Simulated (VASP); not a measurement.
# Ti2Si3 (P4mm) in VASP: notebook

Runs on Ti2Si3. Level: PBE. Tasks: single point, relaxation of cell and atoms.

Program: VASP 6.6.1. These are calculated values, not measurements. Logs are shortened: lines on timing, memory, paths and dates and some standing lists are left out, and cuts for length are marked.

## (1) The cell of the first run

Symmetry: P4mm, No. 99, tetragonal system. The conventional cell has a = 4.104 Å, b = 4.104 Å, c = 5.374 Å, α = 90.00°, β = 90.00°, γ = 90.00°. Within 3.3 Å of Ti (site symmetry 2mm) lie 4 Si at 2.53 to 2.81 Å and 4 Ti at 2.90 Å. Within 3.2 Å of Si (site symmetry 4mm) lie 4 Si at 2.45 Å and 4 Ti at 2.53 Å. Within 3.2 Å of Si (site symmetry 2mm) lie 6 Si at 2.45 to 2.90 Å and 2 Ti at 2.56 to 2.81 Å.

The cell was generated, and may not be a known phase.

## (2) Single point, PBE, collinear spin

INCAR reads:

```
SYSTEM = Ti2Si3
PREC = Accurate
ENCUT = 520
EDIFF = 1E-6
ISMEAR = 0
SIGMA = 0.1
LREAL = .False.
LASPH = .True.
NELM = 150
ALGO = Normal
ISIF = 2
LWAVE = .False.
LCHARG = .True.
ISPIN = 2
MAGMOM = 1 1 0 0 0
LORBIT = 11
LMAXMIX = 4
GGA = PE
LELF = .True.
LVHAR = .True.
NBANDS = 30
```

KPOINTS reads:

```
regular mesh
0
Gamma
  4 4 4
  0 0 0
```

POSCAR reads:

```
Ti2Si3
1.0
    4.1041525018      0.0000000000      0.0000000000
    0.0000000000      4.1041525018      0.0000000000
    0.0000000000      0.0000000000      5.3741598433
Ti Si
2 3
Direct
    0.0000000000      0.5000000000      0.1630338925
    0.5000000000      0.0000000000      0.1630338925
    0.0000000000      0.0000000000      0.4377380207
    0.0000000000      0.5000000000      0.6867631972
    0.5000000000      0.0000000000      0.6867631972
```

Potentials or basis: VASP PAW PBE potentials, release 64 (Ti_sv, Si).

Started as:

```bash
cat potpaw_PBE.64/Ti_sv/POTCAR potpaw_PBE.64/Si/POTCAR > POTCAR
mpirun -np 1 vasp_std > vasp.out
```

OUTCAR:

```text
SYSTEM = Ti2Si3
   PREC = Accurate
   ENCUT = 520
   EDIFF = 1E-6
   ISMEAR = 0
   LREAL = .False.
   LASPH = .True.
   NELM = 150
   ISIF = 2
   ISPIN = 2
   LORBIT = 11
   GGA = PE

 ion  position               nearest neighbor table
   1  0.000  0.500  0.163-   3 2.53   3 2.53   4 2.56   4 2.81   2 2.90   2 2.90   2 2.90   2 2.90

   2  0.500  0.000  0.163-   3 2.53   3 2.53   5 2.56   5 2.81   1 2.90   1 2.90   1 2.90   1 2.90

   3  0.000  0.000  0.438-   4 2.45   5 2.45   4 2.45   5 2.45   1 2.53   1 2.53   2 2.53   2 2.53

   4  0.000  0.500  0.687-   3 2.45   3 2.45   1 2.56   1 2.81   5 2.90   5 2.90   5 2.90   5 2.90

   5  0.500  0.000  0.687-   3 2.45   3 2.45   2 2.56   2 2.81   4 2.90   4 2.90   4 2.90   4 2.90

  LATTYP: Found a simple tetragonal cell.
 ALAT       =     4.1041525018
 C/A-ratio  =     1.3094444812

  Lattice vectors:

 A1 = (   4.1041525018,   0.0000000000,   0.0000000000)
 A2 = (   0.0000000000,   4.1041525018,   0.0000000000)
 A3 = (   0.0000000000,   0.0000000000,   5.3741598433)

Analysis of symmetry for initial positions (statically):
=====================================================================
 Subroutine PRICEL returns:
 Original cell was already a primitive cell.

 Routine SETGRP: Setting up the symmetry group for a
 simple tetragonal supercell.

 Subroutine GETGRP returns: Found  8 space group operations
 (whereof  8 operations were pure point group operations)
 out of a pool of 16 trial point group operations.

The static configuration has the point symmetry C_4v.

Analysis of symmetry for dynamics (positions and initial velocities):
=====================================================================
 Subroutine PRICEL returns:
 Original cell was already a primitive cell.

 Routine SETGRP: Setting up the symmetry group for a
 simple tetragonal supercell.

 Subroutine GETGRP returns: Found  8 space group operations
 (whereof  8 operations were pure point group operations)
 out of a pool of 16 trial point group operations.

The dynamic configuration has the point symmetry C_4v.

Analysis of structural, dynamic, and magnetic symmetry:
=====================================================================
 Subroutine PRICEL returns:
 Original cell was already a primitive cell.

 Routine SETGRP: Setting up the symmetry group for a
 simple tetragonal supercell.

 Subroutine GETGRP returns: Found  8 space group operations
 (whereof  8 operations were pure point group operations)
 out of a pool of 16 trial point group operations.

The overall configuration has the point symmetry C_4v.

 Subroutine INISYM returns: Found  8 space group operations
 (whereof  8 operations are pure point group operations),
 and found     1 'primitive' translations

----------------------------------------------------------------------------------------

                                     Primitive cell

  volume of cell :      90.5227

  direct lattice vectors                    reciprocal lattice vectors
     4.104152502  0.000000000  0.000000000     0.243655663  0.000000000  0.000000000
     0.000000000  4.104152502  0.000000000     0.000000000  0.243655663  0.000000000
     0.000000000  0.000000000  5.374159843     0.000000000  0.000000000  0.186075597

  length of vectors
     4.104152502  4.104152502  5.374159843     0.243655663  0.243655663  0.186075597

  position of ions in fractional coordinates (direct lattice)
     0.000000000  0.500000000  0.163033893
     0.500000000  0.000000000  0.163033893
     0.000000000  0.000000000  0.437738021
     0.000000000  0.500000000  0.686763197
     0.500000000  0.000000000  0.686763197

  ion indices of the primitive-cell ions
   primitive index   ion index
                 1           1
                 2           2
                 3           3
                 4           4
                 5           5

----------------------------------------------------------------------------------------

[... 23 lines left out ...]

 Following reciprocal coordinates:
            Coordinates               Weight
  0.000000  0.000000  0.000000      1.000000
  0.250000  0.000000  0.000000      4.000000
  0.500000  0.000000  0.000000      2.000000
  0.250000  0.250000  0.000000      4.000000
  0.500000  0.250000  0.000000      4.000000
  0.500000  0.500000  0.000000      1.000000
[... 10 lines left out ...]
  0.500000  0.250000  0.500000      4.000000
  0.500000  0.500000  0.500000      1.000000
   k-points           NKPTS =     18   k-points in BZ     NKDIM =     18   number of bands    NBANDS=     30
   number of dos      NEDOS =    301   number of ions     NIONS =      5
   total plane-waves  NPLWV =  40960
   dimension x,y,z NGX =    32 NGY =   32 NGZ =   40
   dimension x,y,z NGXF=    64 NGYF=   64 NGZF=   80
   ions per type =               2   3
   NGX,Y,Z   is equivalent  to a cutoff of  12.96, 12.96, 12.37 a.u.
   NGXF,Y,Z  is equivalent  to a cutoff of  25.92, 25.92, 24.75 a.u.
 SYSTEM =  Ti2Si3
   PREC   = accura    normal or accurate (medium, high low for compatibility)
   ISTART =      0    job   : 0-new  1-cont  2-samecut
   ICHARG =      2    charge: 1-file 2-atom 10-const
   ISPIN  =      2    spin polarized calculation?
   LNONCOLLINEAR =      F non collinear calculations
   LSORBIT =      F    spin-orbit coupling
   LASPH  =      T    aspherical Exc in radial PAW
   ENCUT  =  520.0 eV  38.22 Ry    6.18 a.u.   7.63  7.63  9.99*2*pi/ulx,y,z
   NELM   =    150;   NELMIN=  2; NELMDL= -5     # of ELM steps
   EDIFF  = 0.1E-05   stopping-criterion for ELM
   LREAL  =      F    real-space projection
   EDIFFG = 0.1E-04   stopping-criterion for IOM
   NSW    =      0    number of steps for IOM
   IBRION =     -1    ionic relax: 0-MD 1-quasi-New 2-CG
   NFREE  =      0    steps in history (QN), initial steepest desc. (CG)
   ISIF   =      2    stress and relaxation
   ISYM   =      2    0-nonsym 1-usesym 2-fastsym
   POTIM  = 0.5000    time-step for ionic-motion
   TEBEG  =    0.0;   TEEND  =   0.0 temperature during run
   PSTRESS=    0.0 pullay stress
   NELECT =      36.0000    total number of electrons
   NUPDOWN=      -1.0000    fix difference up-down
   EMIN   =  10.00;   EMAX   =-10.00  energy-range for DOS
   EFERMI =   0.00;   METHOD = LEGACY
   ISMEAR =     0;   SIGMA  =   0.10  broadening in eV -4-tet -1-fermi 0-gaus
   EFERMI_NEDOS =   21; number of points for ismear=-14 and -15
   IALGO  =     38    algorithm
   IMIX   =      4    mixing-type and parameters
     AMIX     =   0.40;   BMIX     =  1.00
     AMIX_MAG =   1.60;   BMIX_MAG =  1.00
  volume/ion in A,a.u.               =      18.10       122.18
  Fermi-wavevector in a.u.,A,eV,Ry     =   1.203898  2.275038 19.719892  1.449371
  Thomas-Fermi vector in A             =   2.339639
   LORBIT       =     11    0 simple, 1 ext, 2 COOP (PROOUT), +10 PAW based schemes
   GGA     = PE    functional components
   LHFCALC =     F    Hartree Fock is set to
   AEXX    =    0.0000 exact exchange contribution
   IVDW    =     0    specifies the selected vdW correction
   LEPSILON=     F    determine dielectric tensor
   LRPA    =     F    only Hartree local field effects (RPA)
 spin polarized calculation
 Gauss-broadening in eV      SIGMA  =   0.10
  energy-cutoff  :      520.00
  volume of cell :       90.52
 maximum number of plane-waves:      2456
 NGX is ok and might be reduce to    32
   NGX = 15   NGY = 15   NGZ = 19

 number of electron      36.0000011 magnetization       0.0011090

 Free energy of the ion-electron system (eV)
  ---------------------------------------------------
  ext. energy  EPLUGINS =         0.00000000
  ---------------------------------------------------
  free energy    TOTEN  =       -30.23691967 eV

  energy without entropy =      -30.20352277  energy(sigma->0) =      -30.22022122

 E-fermi :   7.4103     XC(G=0): -10.5035

 val. band max:        7.3972145253   @ k =   0.5000   0.5000   0.5000
 cond. band min:       7.4276891088   @ k =   0.2500   0.0000   0.2500
 fundamental gap:      0.0304745835
 Fermi energy:         7.4103413891

 spin component 1

 k-point     1 :       0.0000    0.0000    0.0000
  band No.  band energies     occupation
      1     -49.3816      1.00000
      2     -49.2983      1.00000
      3     -25.7644      1.00000
      4     -25.7644      1.00000
      5     -25.7158      1.00000
      6     -25.6302      1.00000
[... 583 lines left out ...]
     29      13.3275      0.00000
     30      13.6202      0.00000
 Fermi energy:         7.4103413891

 spin component 2

 k-point     1 :       0.0000    0.0000    0.0000
  band No.  band energies     occupation
      1     -49.3813      1.00000
      2     -49.2980      1.00000
      3     -25.7641      1.00000
      4     -25.7641      1.00000
      5     -25.7155      1.00000
      6     -25.6299      1.00000
[... 583 lines left out ...]
     29      13.3276      0.00000
     30      13.6203      0.00000

------------------------ aborting loop because EDIFF is reached ----------------------------------------

  FORCE on cell =-STRESS in cart. coord.  units (eV):
  Direction    XX          YY          ZZ          XY          YZ          ZX
  --------------------------------------------------------------------------------------
  -------------------------------------------------------------------------------------
  Total       -0.0265913     -0.0265913     -0.0467060      0.0000000     -0.0000000      0.0000000
  in kB       -0.4706448     -0.4706448     -0.8266583      0.0000000     -0.0000000      0.0000000
  external PRESSURE =      -0.5893159 kB  Pullay stress =       0.0000000 kB

 VOLUME and BASIS-vectors are now :
 -----------------------------------------------------------------------------
  energy-cutoff  :      520.00
  volume of cell :       90.52
      direct lattice vectors                 reciprocal lattice vectors
     4.104152502  0.000000000  0.000000000     0.243655663  0.000000000  0.000000000
     0.000000000  4.104152502  0.000000000     0.000000000  0.243655663  0.000000000
     0.000000000  0.000000000  5.374159843     0.000000000  0.000000000  0.186075597

 POSITION                                       TOTAL-FORCE (eV/Angst)
 -----------------------------------------------------------------------------------
      0.00000      2.05208      0.87617         0.000000     -0.000000     -0.016799
      2.05208      0.00000      0.87617         0.000000      0.000000     -0.016799
      0.00000      0.00000      2.35247         0.000000      0.000000      0.039422
      0.00000      2.05208      3.69078         0.000000      0.000000     -0.002912
      2.05208      0.00000      3.69078         0.000000      0.000000     -0.002912
 -----------------------------------------------------------------------------------
    total drift:                                0.000000      0.000000     -0.000197

  FREE ENERGIE OF THE ION-ELECTRON SYSTEM (eV)
  ---------------------------------------------------
  free  energy   TOTEN  =       -30.2369196680 eV

  energy  without entropy=      -30.2035227722  energy(sigma->0) =      -30.22022122

 total charge

# of ion       s       p       d       tot
------------------------------------------
    1        2.208   6.094   1.971  10.273
    2        2.208   6.094   1.971  10.273
    3        0.760   0.957   0.000   1.716
    4        0.838   0.761   0.000   1.599
    5        0.838   0.761   0.000   1.599
--------------------------------------------------
tot          6.851  14.668   3.943  25.461

 magnetization (x)

# of ion       s       p       d       tot
------------------------------------------
    1        0.000   0.000   0.000   0.000
    2        0.000   0.000   0.000   0.000
    3       -0.000   0.000   0.000   0.000
    4       -0.000   0.000   0.000   0.000
    5       -0.000   0.000   0.000   0.000
--------------------------------------------------
tot          0.000   0.000   0.001   0.001
```

It took 64 s on 1 thread of AMD EPYC 9R45 (Zen 5), shared host; peak memory 0.22 GiB.

What came out:

```
Free energy                                           : -30.2369 eV
Pressure                                              : -0.1 GPa
Largest force                                         : 0.039 eV/Å
Band gap on the k mesh                                : zero (filled and empty bands overlap)
Net moment                                            : 0.00 μB per cell
Valence electrons inside the program's atomic spheres : Ti 10.27; Si 1.72, 1.60 (each value once)
```

Forces in eV/Å, atoms in the order of the input:
```
Ti   0.000  0.000 -0.017
Ti   0.000  0.000 -0.017
Si   0.000  0.000  0.039
Si   0.000  0.000 -0.003
Si   0.000  0.000 -0.003
```

Caveat: the k points lie up to 0.38 Å⁻¹ apart, too coarse for converged energies and pressures of a metal.

## (3) Single point, PBE

This run uses another cell than the first one, of 18.14 Å³/atom.

INCAR reads:

```
PREC = Accurate
ENCUT = 520
EDIFF = 1E-7
ISMEAR = 0
SIGMA = 0.1
LREAL = F
LASPH = T
NELM = 60
ALGO = Normal
ISIF = 2
LWAVE = F
LCHARG = F
GGA = PE
NBANDS = 26
```

KPOINTS reads:

```
regular mesh
0
Gamma
  10 10 8
```

POSCAR reads:

```
Ti2Si3
1.0
    4.1158045817      0.0000000000      0.0000000000
    0.0000000000      4.1158045817      0.0000000000
    0.0000000000      0.0000000000      5.3547045146
Ti Si
2 3
Direct
    0.0000000000      0.5000000000      0.1644652067
    0.5000000000      0.0000000000      0.1644652067
    0.0000000000      0.0000000000      0.4384228386
    0.0000000000      0.5000000000      0.6849894740
    0.5000000000      0.0000000000      0.6849894740
```

Potentials or basis: VASP PAW PBE potentials, release 64 (Ti_sv, Si).

Started as:

```bash
cat potpaw_PBE.64/Ti_sv/POTCAR potpaw_PBE.64/Si/POTCAR > POTCAR
mpirun -np 1 vasp_std > vasp.out
```

Run time: 2 min. Hardware: 1 thread of AMD EPYC 9R45 (Zen 5), shared host; peak memory 0.3 GiB.

It converged, with:

```yaml
Free_energy: -30.2406 eV
Pressure: 0.0 GPa
Largest_force: 0.016 eV/Å
Band_gap_on_the_k_mesh: zero (bands 18 and 19 overlap by 0.76 eV)
```

Forces in eV/Å, atoms in the order of the input:
```
Ti   0.000  0.000 -0.007
Ti   0.000  0.000 -0.007
Si   0.000  0.000  0.016
Si   0.000  0.000 -0.001
Si   0.000  0.000 -0.001
```

Stress tensor (GPa, compression positive):
```
-0.07  0.00  0.00
 0.00 -0.07  0.00
 0.00  0.00  0.01
```

Levels at points of the mesh, in eV from the Fermi level:
| k point | band 16 | band 17 | band 18 | band 19 | band 20 | band 21 |
| --- | --- | --- | --- | --- | --- | --- |
| (0.00, 0.00, 0.00) | -0.94 | -0.94 | -0.84 | 0.01 | 1.16 | 1.32 |
| (0.50, 0.00, 0.00) | -0.98 | -0.60 | 0.05 | 0.54 | 0.82 | 0.85 |
| (0.50, 0.50, 0.00) | -1.15 | -0.86 | -0.86 | -0.56 | 1.35 | 1.35 |
| (0.00, 0.00, 0.50) | -1.26 | -0.81 | -0.15 | 0.56 | 0.56 | 1.23 |
| (0.50, 0.00, 0.50) | -0.79 | -0.44 | 0.10 | 0.13 | 0.46 | 0.51 |
| (0.50, 0.50, 0.50) | -0.68 | -0.68 | -0.18 | -0.02 | 0.88 | 1.39 |

## (4) Relaxation of cell and atoms, PBE

INCAR reads:

```
SYSTEM = Ti2Si3
PREC = Accurate
ENCUT = 600
EDIFF = 1E-7
ISMEAR = 0
SIGMA = 0.1
LREAL = .FALSE.
LASPH = .TRUE.
NELM = 60
ALGO = Normal
ISIF = 3
LWAVE = .FALSE.
LCHARG = .FALSE.
GGA = PE
IBRION = 2
NSW = 100
EDIFFG = -0.01
```

KPOINTS reads:

```
Automatic mesh
0
G
  10 10 8
  0 0 0
```

POSCAR reads:

```
Ti2Si3
1.0
    4.1041525018      0.0000000000      0.0000000000
    0.0000000000      4.1041525018      0.0000000000
    0.0000000000      0.0000000000      5.3741598433
Ti Si
2 3
Direct
    0.0000000000      0.5000000000      0.1630338925
    0.5000000000      0.0000000000      0.1630338925
    0.0000000000      0.0000000000      0.4377380207
    0.0000000000      0.5000000000      0.6867631972
    0.5000000000      0.0000000000      0.6867631972
```

Started as:

```bash
cat potpaw_PBE.64/Ti_sv/POTCAR potpaw_PBE.64/Si/POTCAR > POTCAR
mpirun -np 1 vasp_std > vasp.out
```

Wall time 10 min (1 thread of AMD EPYC 9R45 (Zen 5), shared host); peak memory 0.38 GiB.

It converged, with:

```yaml
Free_energy: -30.2405 eV
Relaxed_volume: 18.12 Å³/atom
Relaxed_cell: a = 4.113 Å, b = 4.113 Å, c = 5.356 Å, α = 90.00°, β = 90.00°, γ = 90.00°
Space_group_after_relaxing_to_0.1_Å: P4mm (No. 99)
Energy_gained_by_relaxing: 0.3 meV/atom
Ionic_steps: 6
Pressure_after_relaxing: 0.0 GPa
Largest_force_after_relaxing: 0.007 eV/Å
Band_gap_on_the_k_mesh: zero (bands 18 and 19 overlap by 0.76 eV)
```

Forces in eV/Å, atoms in the order of the input:
```
Ti   0.000  0.000  0.005
Ti   0.000  0.000  0.005
Si   0.000  0.000 -0.007
Si   0.000  0.000 -0.001
Si   0.000  0.000 -0.001
```

The path:
```tsv
step	energy change (eV)	largest force (eV/Å)	pressure (GPa)	volume (Å³)
1	0.0000	0.1005	-0.05	90.52
2	-0.0012	0.0367	0.07	90.45
3	-0.0014	0.0028	0.15	90.40
4	-0.0017	0.0151	-0.04	90.63
5	-0.0017	0.0180	-0.07	90.67
6	-0.0017	0.0070	0.02	90.62
```

Final structure:
```yaml
crystal:
  lattice:
    - [4.11341, 0.00000, 0.00000]
    - [0.00000, 4.11341, 0.00000]
    - [0.00000, 0.00000, 5.35580]
  atoms:
    - { symbol: Ti, position: [0.00000, 0.50000, 0.16424] }
    - { symbol: Ti, position: [0.50000, 0.00000, 0.16424] }
    - { symbol: Si, position: [0.00000, 0.00000, 0.43876] }
    - { symbol: Si, position: [0.00000, 0.50000, 0.68505] }
    - { symbol: Si, position: [0.50000, 0.00000, 0.68505] }
```

Levels at points of the mesh, in eV from the Fermi level:
```csv
k point,band 15,band 16,band 17,band 18,band 19,band 20,band 21,band 22
"(0.00, 0.00, 0.00)",-1.86,-0.94,-0.94,-0.84,0.01,1.16,1.32,1.78
"(0.50, 0.00, 0.00)",-1.55,-0.98,-0.60,0.05,0.54,0.82,0.85,0.96
"(0.50, 0.50, 0.00)",-2.12,-1.15,-0.86,-0.86,-0.56,1.36,1.36,1.73
"(0.00, 0.00, 0.50)",-1.62,-1.25,-0.81,-0.16,0.56,0.56,1.22,1.22
"(0.50, 0.00, 0.50)",-1.44,-0.79,-0.44,0.10,0.13,0.46,0.50,0.71
"(0.50, 0.50, 0.50)",-3.73,-0.68,-0.68,-0.19,-0.02,0.88,1.40,1.40
```

## (5) Summary

| task | spin | cell | k mesh | cutoff (eV) | gap on the mesh (eV) | pressure (GPa) | largest force (eV/Å) |
| --- | --- | --- | --- | --- | --- | --- | --- |
| single point | collinear | a = 4.104, b = 4.104, c = 5.374 Å, 5 atoms, atomic positions A | 4 × 4 × 4 | 520 | none | -0.1 | 0.04 |
| single point | off | a = 4.116, b = 4.116, c = 5.355 Å, 5 atoms, atomic positions B | 10 × 10 × 8 | 520 | none | 0.0 | 0.02 |
| relaxation of cell and atoms | off | relaxed from a = 4.104, b = 4.104, c = 5.374 Å, 5 atoms, atomic positions A | 10 × 10 × 8 | 600 | none | 0.0 | 0.01 |

Alike in all rows: level PBE; potentials or basis VASP PAW PBE potentials, release 64 (Ti_sv, Si); smearing gaussian 0.1 eV.

Caveats: some runs use coarse meshes.

Absolute energies hang on the potentials; compare differences alone.

The gap in the log of VASP goes by the Fermi energy; the results here count the filled bands.